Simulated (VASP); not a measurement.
## C: relaxation of shape and atoms at fixed volume with PBEsol

The system is C, a slab with vacuum.

```xyz
2
Lattice="2.4751 0.0000 0.0000 -1.2375 2.1435 0.0000 0.0000 0.0000 8.5793" Properties=species:S:1:pos:R:3 pbc="T T T"
C     0.0000    1.4290    0.0000
C     1.2375    0.7145    0.0000
```

```
Program                : VASP 6.6.1
Task                   : relaxation of shape and atoms at fixed volume
Functional             : PBEsol
Potentials or basis    : VASP PAW PBE potentials, release 64 (C)
Cutoff                 : 600 eV
k mesh                 : 18 × 18 × 6
Occupations            : fermi-dirac, width 0.15 eV
Spin                   : no spin polarisation
Dipole correction      : no
Further INCAR settings : ALGO = Normal; EDIFF = 1e-06; IBRION = 2; EDIFFG = -0.001; NSW = 80; ISIF = 4
```

```
Energy gained by relaxing : 2.4 meV/atom
Ionic steps               : 3
Band gap on the k mesh    : zero (filled and empty bands touch)
```

Step by step:
```
step  energy change (eV)  largest force (eV/Å)  pressure (GPa)  volume (Å³)
   1              0.0000                0.0000           -2.01        45.52
   2             -0.0048                0.0000            0.05        45.52
   3             -0.0048                0.0000           -0.13        45.52
```

Final structure:
```
C
1.0
     2.46052    0.00000    0.00000
    -1.23026    2.13087    0.00000
     0.00000    0.00000    8.68132
C
2
Direct
  0.33333 0.66667 0.00000
  0.66667 0.33333 0.00000
```

Levels at points of the mesh, in eV from the Fermi level:
```tsv
k point	band 1	band 2	band 3	band 4	band 5	band 6	band 7	band 8
(0.00, 0.00, 0.00)	-19.54	-7.69	-3.00	-3.00	3.14	5.40	6.90	8.33
(0.50, 0.00, 0.00)	-14.23	-13.28	-6.42	-2.38	1.66	7.41	11.06	11.19
(0.00, 0.00, 0.50)	-19.54	-7.69	-3.00	-3.00	3.81	3.93	8.33	8.33
(0.50, 0.00, 0.50)	-14.23	-13.28	-6.42	-2.38	1.66	7.41	11.52	11.69
```

It took 52 s on 1 thread of Intel(R) Xeon(R) 6975P-C (Granite Rapids), on a shared host, peak memory 0.19 GiB.

Caveat: the PAW data sets were made with another functional, which shifts forces and pressure a little.
